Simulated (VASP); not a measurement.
Wanted: the native input for a VASP 6.6.1 run.

- Task: single point
- Functional: PBE
- Potentials or basis: VASP PAW PBE potentials, release 64 (Ti_sv, C)
- Cutoff: 520 eV
- k mesh: 9 × 7 × 1
- Occupations: gaussian, width 0.1 eV
- Spin: no spin polarisation
- Dipole correction: yes
- Further INCAR settings: ALGO = Normal; EDIFF = 1e-07; NBANDS = 34

The structure of Ti4C lies in POSCAR:

```
Ti4C
1.0
    2.9076478547      0.0000000000      0.0000000000
    0.0000000000      4.1120350307      0.0000000000
    0.0000000000      0.0000000000     19.6538060989
Ti C
4 1
Direct
    0.5000000000      0.5000000000      0.2035229197
    0.0000000000      0.0000000000      0.2774945423
    0.5000000000      0.5000000000      0.3439527020
    0.0000000000      0.0000000000      0.4148716059
    0.0000000000      0.1000000000      0.5073232925
```

One way to write it, as run:

INCAR

```
SYSTEM = Ti4C
  PREC = Accurate
  ENCUT = 520
  EDIFF = 1E-7
  ISMEAR = 0
  SIGMA = 0.1
  LREAL = .FALSE.
  LASPH = .TRUE.
  NELM = 60
  ALGO = Normal
  ISIF = 2
  LWAVE = .FALSE.
  LCHARG = .FALSE.
  LDIPOL = .TRUE.
  IDIPOL = 3
  DIPOL = 0.5 0.5 0.349
  GGA = PE
  NBANDS = 34
```

KPOINTS

```
Automatic mesh
0
G
  9 7 1
  0 0 0
```

Potentials or basis: VASP PAW PBE potentials, release 64 (Ti_sv, C).

The run is started by

```console
$ cat potpaw_PBE.64/Ti_sv/POTCAR potpaw_PBE.64/C/POTCAR > POTCAR
$ mpirun -np 1 vasp_std > vasp.out
```

Results of the run:

```yaml
Largest_force: 0.550 eV/Å
Band_gap_on_the_k_mesh: zero (band 26 reaches -0.21 eV, above the bottom of band 27 at -0.82 eV)
```

Run time: 4.4 min on 1 thread of Intel(R) Xeon(R) 6975P-C (Granite Rapids), with other jobs on the host, peak memory 0.39 GiB.
